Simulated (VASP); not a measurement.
Sc: relaxation of cell and atoms with LDA

The system is Sc.

```xyz
1
Lattice="0.0000 2.1477 2.1477 2.1477 0.0000 2.1477 2.1477 2.1477 0.0000" Properties=species:S:1:pos:R:3 pbc="T T T"
Sc    0.0000    0.0000    0.0000
```

This isn't the form of Sc at room conditions, which is hcp.

* Program: VASP 6.6.1
* Task: relaxation of cell and atoms
* Functional: LDA
* Potentials or basis: VASP PAW LDA potentials, release 64 (Sc_sv)
* Cutoff: 600 eV
* k mesh: 15 × 15 × 15
* Occupations: fermi-dirac, width 0.1 eV
* Spin: no spin polarisation
* Target pressure: 8.8 GPa
* Dipole correction: no
* Further INCAR settings: ALGO = Normal; EDIFF = 1e-07; IBRION = 2; EDIFFG = -0.005; NSW = 60; ISIF = 3

```
Relaxed volume                                             : 19.85 Å³/atom
Relaxed cell                                               : a = 3.039 Å, b = 3.039 Å, c = 3.039 Å, α = 60.00°, β = 60.00°, γ = 60.00°
Space group after relaxing (to 0.1 Å)                      : Fm-3m (No. 225)
Energy change on relaxing (the run minimises the enthalpy) : -2.2 meV/atom
Ionic steps                                                : 3
Pressure after relaxing                                    : 8.8 GPa
Band gap on the k mesh                                     : zero (an odd number of electrons rules out a gap without spin polarisation)
```

Step by step:
| step | energy change (eV) | largest force (eV/Å) | pressure (GPa) | volume (Å³) |
| --- | --- | --- | --- | --- |
| 1 | 0.0000 | 0.0000 | 8.97 | 19.81 |
| 2 | -0.0033 | 0.0000 | 8.72 | 19.87 |
| 3 | -0.0022 | 0.0000 | 8.80 | 19.85 |

Final structure:
```xyz
1
Lattice="0.0000 2.1492 2.1492 2.1492 0.0000 2.1492 2.1492 2.1492 0.0000" Properties=species:S:1:pos:R:3 pbc="T T T"
Sc    0.0000    0.0000    0.0000
```

Levels at points of the mesh, in eV from the Fermi level:
| k point | band 1 | band 2 | band 3 | band 4 | band 5 | band 6 | band 7 | band 8 | band 9 |
| --- | --- | --- | --- | --- | --- | --- | --- | --- | --- |
| (0.00, 0.00, 0.00) | -48.31 | -26.86 | -26.86 | -26.86 | -5.46 | 1.80 | 1.80 | 1.80 | 3.63 |

Wall time 12 s on 1 thread of Intel(R) Xeon(R) 6975P-C (Granite Rapids), on a shared host, peak memory 0.15 GiB.

Caveat: the cell is relaxed towards a set pressure, so the run minimises the enthalpy, not the energy.
